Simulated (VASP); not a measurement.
Mg:

```
CELL_PARAMETERS angstrom
3.20930 0.00000 0.00000
-1.60465 2.77934 0.00000
0.00000 0.00000 5.21030
ATOMIC_POSITIONS crystal
Mg 0.33333 0.66667 0.25000
Mg 0.66667 0.33333 0.75000
```

* Program: VASP 6.6.1
* Task: relaxation of cell and atoms
* Functional: LDA
* Potentials or basis: VASP PAW LDA potentials, release 64 (Mg)
* Cutoff: 600 eV
* k mesh: 9 × 9 × 5
* Occupations: fermi-dirac, width 0.05 eV
* Spin: no spin polarisation

At the start: pressure -2.8 GPa; volume 23.24 Å³/atom.

Question: Where does the relaxation end?

Answer: Over 6 steps the energy falls by 17.2 meV/atom and the volume is 21.39 Å³/atom (-7.9 %); space group P6_3/mmc (No. 194, to 0.1 Å) before and after.

The path:
```
step  energy change (eV)  largest force (eV/Å)  pressure (GPa)  volume (Å³)
   1              0.0000                0.0000           -2.83        46.47
   2             -0.0319                0.0000           -0.85        43.77
   3             -0.0343                0.0000           -0.04        42.88
   4             -0.0343                0.0000            0.03        42.81
   5             -0.0345                0.0000            0.04        42.79
   6             -0.0345                0.0000            0.04        42.79
```

Final structure:
```
Mg
1.0
     3.11913    0.00000    0.00000
    -1.55957    2.70125    0.00000
     0.00000    0.00000    5.07832
Mg
2
Direct
  0.33333 0.66667 0.25000
  0.66667 0.33333 0.75000
```
